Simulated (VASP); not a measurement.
# TiAl (Pmmm) in VASP: a series of runs

The runs below take TiAl through single point, with LDA.

All numbers are computed with VASP 6.6.1; they aren't measurements. Logs are shortened: lines on timing, memory, paths and dates and some standing lists are left out, and cuts for length are marked.

## (1) The cell of the first run

The structure is orthorhombic, space group Pmmm (No. 47). The conventional cell has a = 2.866 Å, b = 2.952 Å, c = 3.124 Å, α = 90.00°, β = 90.00°, γ = 90.00°. Ti (site symmetry mmm) has 8 Al at 2.58 Å and 6 Ti at 2.87 to 3.12 Å within 3.4 Å. Within 3.4 Å of Al (site symmetry mmm) lie 8 Ti at 2.58 Å and 6 Al at 2.87 to 3.12 Å.

## (2) Single point, LDA (normal strain along x -0.0825, normal strain along y -0.0550)

File INCAR:

```
SYSTEM = TiAl
ALGO = Fast ; EDIFF = 1E-6
ENCUT = 520 ; ISIF = 2
ISMEAR = 0 ; LASPH = .True.
LCHARG = .False. ; LREAL = .False.
LWAVE = .False. ; NBANDS = 14
NELM = 80 ; PREC = Accurate
SIGMA = 0.15
```

File KPOINTS:

```
k-points
0
Gamma
  14 14 14
  0 0 0
```

File POSCAR:

```
TiAl
1.0
    2.8663491144      0.0000000000      0.0000000000
    0.0000000000      2.9522614856      0.0000000000
    0.0000000000      0.0000000000      3.1240862282
Ti Al
1 1
Direct
    0.0000000000      0.0000000000      0.0000000000
    0.5000000000      0.5000000000      0.5000000000
```

Potentials or basis: VASP PAW LDA potentials, release 64 (Ti_sv, Al).

Started as:

```console
cat potpaw_LDA.64/Ti_sv/POTCAR potpaw_LDA.64/Al/POTCAR > POTCAR
mpirun -np 1 vasp_std > vasp.out
```

OUTCAR:

```text
SYSTEM = TiAl
   EDIFF = 1E-6
   ENCUT = 520
   ISIF = 2
   ISMEAR = 0
   LASPH = .True.
   LREAL = .False.
   NELM = 80
   PREC = Accurate

 ion  position               nearest neighbor table
   1  0.000  0.000  0.000-   2 2.58   2 2.58   2 2.58   2 2.58   2 2.58   2 2.58   2 2.58   2 2.58

   2  0.500  0.500  0.500-   1 2.58   1 2.58   1 2.58   1 2.58   1 2.58   1 2.58   1 2.58   1 2.58

  LATTYP: Found a simple orthorhombic cell.
 ALAT       =     2.8663491144
 B/A-ratio  =     1.0299727520
 C/A-ratio  =     1.0899182561

  Lattice vectors:

 A1 = (   2.8663491144,   0.0000000000,   0.0000000000)
 A2 = (   0.0000000000,   2.9522614856,   0.0000000000)
 A3 = (   0.0000000000,   0.0000000000,   3.1240862282)

Analysis of symmetry for initial positions (statically):
=====================================================================
 Subroutine PRICEL returns:
 Original cell was already a primitive cell.

 Routine SETGRP: Setting up the symmetry group for a
 simple orthorhombic supercell.

 Subroutine GETGRP returns: Found  8 space group operations
 (whereof  8 operations were pure point group operations)
 out of a pool of  8 trial point group operations.

The static configuration has the point symmetry D_2h.

Analysis of symmetry for dynamics (positions and initial velocities):
=====================================================================
 Subroutine PRICEL returns:
 Original cell was already a primitive cell.

 Routine SETGRP: Setting up the symmetry group for a
 simple orthorhombic supercell.

 Subroutine GETGRP returns: Found  8 space group operations
 (whereof  8 operations were pure point group operations)
 out of a pool of  8 trial point group operations.

The dynamic configuration has the point symmetry D_2h.

 Subroutine INISYM returns: Found  8 space group operations
 (whereof  8 operations are pure point group operations),
 and found     1 'primitive' translations

----------------------------------------------------------------------------------------

                                     Primitive cell

  volume of cell :      26.4367

  direct lattice vectors                    reciprocal lattice vectors
     2.866349114  0.000000000  0.000000000     0.348875856  0.000000000  0.000000000
     0.000000000  2.952261486  0.000000000     0.000000000  0.338723384  0.000000000
     0.000000000  0.000000000  3.124086228     0.000000000  0.000000000  0.320093598

  length of vectors
     2.866349114  2.952261486  3.124086228     0.348875856  0.338723384  0.320093598

  position of ions in fractional coordinates (direct lattice)
     0.000000000  0.000000000  0.000000000
     0.500000000  0.500000000  0.500000000

  ion indices of the primitive-cell ions
   primitive index   ion index
                 1           1
                 2           2

----------------------------------------------------------------------------------------

 KPOINTS: k-points

Automatic generation of k-mesh.
 Grid dimensions read from file:
 generate k-points for:   14   14   14

 Generating k-lattice:

  Cartesian coordinates                     Fractional coordinates (reciprocal lattice)
     0.024919704  0.000000000  0.000000000     0.071428571  0.000000000  0.000000000
     0.000000000  0.024194527  0.000000000     0.000000000  0.071428571  0.000000000
     0.000000000  0.000000000  0.022863828     0.000000000  0.000000000  0.071428571

  Length of vectors
     0.024919704  0.024194527  0.022863828

  Shift w.r.t. Gamma in fractional coordinates (k-lattice)
     0.000000000  0.000000000  0.000000000

 Subroutine IBZKPT returns following result:
 ===========================================

 Found    512 irreducible k-points:

 Following reciprocal coordinates:
            Coordinates               Weight
  0.000000  0.000000  0.000000      1.000000
  0.071429  0.000000  0.000000      2.000000
  0.142857  0.000000  0.000000      2.000000
  0.214286  0.000000  0.000000      2.000000
  0.285714  0.000000  0.000000      2.000000
  0.357143  0.000000  0.000000      2.000000
[... 16 lines left out ...]
  0.428571  0.142857  0.000000      4.000000
  0.500000  0.142857  0.000000      2.000000
 [... further k-points ...]
   k-points           NKPTS =    512   k-points in BZ     NKDIM =    512   number of bands    NBANDS=     14
   number of dos      NEDOS =    301   number of ions     NIONS =      2
   total plane-waves  NPLWV =  13824
   dimension x,y,z NGX =    24 NGY =   24 NGZ =   24
   dimension x,y,z NGXF=    48 NGYF=   48 NGZF=   48
   ions per type =               1   1
   NGX,Y,Z   is equivalent  to a cutoff of  13.92, 13.51, 12.77 a.u.
   NGXF,Y,Z  is equivalent  to a cutoff of  27.84, 27.03, 25.54 a.u.
 SYSTEM =  TiAl
   PREC   = accura    normal or accurate (medium, high low for compatibility)
   ISTART =      0    job   : 0-new  1-cont  2-samecut
   ICHARG =      2    charge: 1-file 2-atom 10-const
   ISPIN  =      1    spin polarized calculation?
   LNONCOLLINEAR =      F non collinear calculations
   LSORBIT =      F    spin-orbit coupling
   LASPH  =      T    aspherical Exc in radial PAW
   ENCUT  =  520.0 eV  38.22 Ry    6.18 a.u.   5.33  5.49  5.81*2*pi/ulx,y,z
   NELM   =     80;   NELMIN=  2; NELMDL= -5     # of ELM steps
   EDIFF  = 0.1E-05   stopping-criterion for ELM
   LREAL  =      F    real-space projection
   EDIFFG = 0.1E-04   stopping-criterion for IOM
   NSW    =      0    number of steps for IOM
   IBRION =     -1    ionic relax: 0-MD 1-quasi-New 2-CG
   NFREE  =      0    steps in history (QN), initial steepest desc. (CG)
   ISIF   =      2    stress and relaxation
   ISYM   =      2    0-nonsym 1-usesym 2-fastsym
   POTIM  = 0.5000    time-step for ionic-motion
   TEBEG  =    0.0;   TEEND  =   0.0 temperature during run
   PSTRESS=    0.0 pullay stress
   NELECT =      15.0000    total number of electrons
   NUPDOWN=      -1.0000    fix difference up-down
   EMIN   =  10.00;   EMAX   =-10.00  energy-range for DOS
   EFERMI =   0.00;   METHOD = LEGACY
   ISMEAR =     0;   SIGMA  =   0.15  broadening in eV -4-tet -1-fermi 0-gaus
   EFERMI_NEDOS =   21; number of points for ismear=-14 and -15
   IALGO  =     68    algorithm
   IMIX   =      4    mixing-type and parameters
     AMIX     =   0.40;   BMIX     =  1.00
     AMIX_MAG =   1.60;   BMIX_MAG =  1.00
  volume/ion in A,a.u.               =      13.22        89.20
  Fermi-wavevector in a.u.,A,eV,Ry     =   1.355303  2.561151 24.991796  1.836845
  Thomas-Fermi vector in A             =   2.482402
   LORBIT       =      0    0 simple, 1 ext, 2 COOP (PROOUT), +10 PAW based schemes
   GGA     = CA    functional components
   LHFCALC =     F    Hartree Fock is set to
   AEXX    =    0.0000 exact exchange contribution
   IVDW    =     0    specifies the selected vdW correction
   LEPSILON=     F    determine dielectric tensor
   LRPA    =     F    only Hartree local field effects (RPA)
 non-spin polarized calculation
 RMM-DIIS sequential band-by-band and
 Gauss-broadening in eV      SIGMA  =   0.15
  energy-cutoff  :      520.00
  volume of cell :       26.44
 maximum number of plane-waves:       730
 NGX is ok and might be reduce to    24
   NGX = 11   NGY = 11   NGZ = 11

 number of electron      15.0000001 magnetization

 Free energy of the ion-electron system (eV)
  ---------------------------------------------------
  ext. energy  EPLUGINS =         0.00000000
  ---------------------------------------------------
  free energy    TOTEN  =       -13.06179924 eV

  energy without entropy =      -13.03939064  energy(sigma->0) =      -13.05059494

 E-fermi :  10.6784     XC(G=0): -12.1914

 val. band max:       10.6773877649   @ k =   0.2857   0.5000   0.1429
 cond. band min:      10.6807470859   @ k =   0.2857   0.4286   0.0000
 fundamental gap:      0.0033593210
 Fermi energy:        10.6784417866

 k-point     1 :       0.0000    0.0000    0.0000
  band No.  band energies     occupation
      1     -45.0640      2.00000
      2     -21.7041      2.00000
      3     -21.5990      2.00000
      4     -21.5248      2.00000
      5       0.6984      2.00000
      6       8.6593      2.00000
      7       8.9227      2.00000
      8      12.7428      0.00000
      9      12.9641      0.00000
     10      13.2801      0.00000
     11      14.8354      0.00000
     12      16.4925      0.00000
     13      17.4606      0.00000
     14      20.6507      0.00000

 k-point     2 :       0.0714    0.0000    0.0000
  band No.  band energies     occupation
      1     -45.0612      2.00000
      2     -21.7016      2.00000
      3     -21.5967      2.00000
      4     -21.5496      2.00000
      5       0.8022      2.00000
      6       8.7095      2.00000
      7       8.9344      2.00000
      8      12.6589      0.00000
      9      12.7608      0.00000
     10      13.0892      0.00000
     11      15.1887      0.00000
     12      16.7318      0.00000
     13      16.9012      0.00000
     14      20.9848      0.00000

 k-point     3 :       0.1429    0.0000    0.0000
  band No.  band energies     occupation
      1     -45.0534      2.00000
      2     -21.6947      2.00000
      3     -21.6188      2.00000
      4     -21.5904      2.00000
      5       1.1091      2.00000
      6       8.8111      2.00000
      7       8.9597      2.00000
      8      12.0728      0.00000
      9      12.6481      0.00000
     10      12.8118      0.00000
     11      15.8940      0.00000
     12      15.9251      0.00000
     13      17.3242      0.00000
     14      20.2443      0.00000
[... 324 lines left out ...]
 k-point    23 :       0.4286    0.1429    0.0000
  band No.  band energies     occupation
      1     -45.0025      2.00000
      2     -21.9763      2.00000
      3     -21.6494      2.00000
      4     -21.6234      2.00000
      5       4.3059      2.00000
      6       6.3995      2.00000
      7      10.0424      2.00000
      8      10.4699      1.95076
      9      10.7483      0.51023
     10      12.5973      0.00000
     11      15.0052      0.00000
     12      18.0294      0.00000
     13      19.4768      0.00000
     14      20.2578      0.00000

 k-point    24 :       0.5000    0.1429    0.0000
  band No.  band energies     occupation
      1     -44.9997      2.00000
      2     -21.9994      2.00000
      3     -21.6469      2.00000
      4     -21.6208      2.00000
      5       5.1153      2.00000
      6       5.5457      2.00000
      7      10.2557      1.99993
      8      10.3913      1.99321
      9      10.5499      1.77456
     10      12.6231      0.00000
     11      15.0933      0.00000
     12      17.9559      0.00000
     13      19.9178      0.00000
     14      21.0875      0.00000

 [... further k-points ...]

------------------------ aborting loop because EDIFF is reached ----------------------------------------

  FORCE on cell =-STRESS in cart. coord.  units (eV):
  Direction    XX          YY          ZZ          XY          YZ          ZX
  --------------------------------------------------------------------------------------
  -------------------------------------------------------------------------------------
  Total        3.7358902      3.5302399      4.6701519      0.0000000      0.0000000      0.0000000
  in kB      226.4111277    213.9478276    283.0314320      0.0000000      0.0000000      0.0000000
  external PRESSURE =     241.1301291 kB  Pullay stress =       0.0000000 kB

 VOLUME and BASIS-vectors are now :
 -----------------------------------------------------------------------------
  energy-cutoff  :      520.00
  volume of cell :       26.44
      direct lattice vectors                 reciprocal lattice vectors
     2.866349114  0.000000000  0.000000000     0.348875856  0.000000000  0.000000000
     0.000000000  2.952261486  0.000000000     0.000000000  0.338723384  0.000000000
     0.000000000  0.000000000  3.124086228     0.000000000  0.000000000  0.320093598

 POSITION                                       TOTAL-FORCE (eV/Angst)
 -----------------------------------------------------------------------------------
      0.00000      0.00000      0.00000         0.000000      0.000000      0.000000
      1.43317      1.47613      1.56204         0.000000      0.000000      0.000000
 -----------------------------------------------------------------------------------
    total drift:                                0.000000      0.000000      0.000000

  FREE ENERGIE OF THE ION-ELECTRON SYSTEM (eV)
  ---------------------------------------------------
  free  energy   TOTEN  =       -13.0617992448 eV

  energy  without entropy=      -13.0393906375  energy(sigma->0) =      -13.05059494
```

It took 1.7 min on 1 thread of Intel Xeon 6975P-C (Granite Rapids), shared host; peak memory 0.29 GiB.

Results:

```yaml
Free_energy: -13.0618 eV
Pressure: 24.1 GPa
```

Caveat: the cell differs from its parent crystal (normal strain along x -0.0825, normal strain along y -0.0550).

## (3) Single point, LDA (normal strain along x -0.1100, normal strain along y -0.0275)

File INCAR:

```
PREC     = Accurate       # precision mode
ENCUT    = 520            # plane-wave cutoff, eV
EDIFF    = 1E-6           # SCF threshold, eV
ISMEAR   = 0              # smearing method
SIGMA    = 0.15           # smearing width, eV
LREAL    = F              # projectors in reciprocal space
LASPH    = T              # aspherical terms in the spheres
NELM     = 100            # most SCF steps
ALGO     = Fast           # electronic algorithm
ISIF     = 2              # what is computed and relaxed
LWAVE    = F              # write WAVECAR
LCHARG   = F              # write CHGCAR
GGA      = CA             # functional
NBANDS   = 14             # bands
```

File KPOINTS:

```
regular mesh
0
Gamma
  14 14 14
```

File POSCAR:

```
TiAl
1.0
    2.7804367431      0.0000000000      0.0000000000
    0.0000000000      3.0381738569      0.0000000000
    0.0000000000      0.0000000000      3.1240862282
Ti Al
1 1
Direct
    0.0000000000      0.0000000000      0.0000000000
    0.5000000000      0.5000000000      0.5000000000
```

Potentials or basis: VASP PAW LDA potentials, release 64 (Ti_sv, Al).

Started as:

```console
cat potpaw_LDA.64/Ti_sv/POTCAR potpaw_LDA.64/Al/POTCAR > POTCAR
mpirun -np 1 vasp_std > vasp.out
```

It took 95 s on 1 thread of Intel Xeon 6975P-C (Granite Rapids), shared host; peak memory 0.29 GiB.

Results (log left out):

```
Free energy : -13.0451 eV
Pressure    : 24.7 GPa
```

Stress tensor (GPa, compression positive):
```
24.71  0.00  0.00
 0.00 22.33  0.00
 0.00  0.00 27.11
```

Levels at points of the mesh, in eV from the Fermi level:
| k point | band 6 | band 7 | band 8 | band 9 | band 10 | band 11 |
| --- | --- | --- | --- | --- | --- | --- |
| (0.00, 0.00, 0.00) | -2.06 | -1.73 | 1.88 | 2.54 | 2.67 | 4.15 |
| (0.50, 0.00, 0.00) | -5.27 | -0.48 | -0.39 | -0.02 | 2.36 | 4.93 |
| (0.00, 0.50, 0.00) | -5.66 | -0.82 | -0.45 | 1.19 | 2.77 | 3.71 |
| (0.50, 0.50, 0.00) | -1.94 | -1.50 | -1.27 | 0.24 | 0.55 | 3.78 |
| (0.00, 0.00, 0.50) | -5.69 | -0.88 | -0.08 | 1.19 | 2.86 | 3.29 |
| (0.50, 0.00, 0.50) | -2.17 | -1.53 | -1.31 | 0.46 | 0.84 | 3.52 |
| (0.00, 0.50, 0.50) | -2.38 | -2.19 | -1.74 | 1.53 | 1.60 | 3.22 |
| (0.50, 0.50, 0.50) | -3.63 | -3.59 | 1.98 | 3.40 | 3.45 | 3.63 |

Caveat: the cell differs from its parent crystal (normal strain along x -0.1100, normal strain along y -0.0275).
